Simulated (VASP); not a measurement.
A run of VASP 6.6.1 is set up as follows.

INCAR

```
PREC = Accurate ; ENCUT = 520
EDIFF = 1E-6 ; ISMEAR = -1
SIGMA = 0.1 ; LREAL = False
LASPH = True ; NELM = 80
ALGO = Normal ; ISIF = 2
LWAVE = False ; LCHARG = True
GGA = PS ; LELF = True
LVHAR = True ; NBANDS = 14
```

Contents of KPOINTS:

```
regular mesh
0
Gamma
  12 12 12
```

POSCAR

```
Cl
1.0
    0.0000000000      3.1576342011      3.1576342011
    3.1576342011      0.0000000000      3.1576342011
    3.1576342011      3.1576342011      0.0000000000
Cl
2
Direct
   -0.1250000000     -0.1250000000     -0.1250000000
    0.1250000000      0.1250000000      0.1250000000
```

Potentials or basis: VASP PAW PBE potentials, release 64 (Cl).

Run with:

```sh
$ cat potpaw_PBE.64/Cl/POTCAR > POTCAR
$ mpirun -np 1 vasp_std > vasp.out
```

Task: What does it give for the pressure?

Result: 0.0 GPa.

Task: What does it give for the band gap on the k mesh?

Result: Zero (band 7 reaches -0.34 eV, above the bottom of band 8 at -1.71 eV).

Caveat: the PAW data sets were made with another functional, which shifts forces and pressure a little.
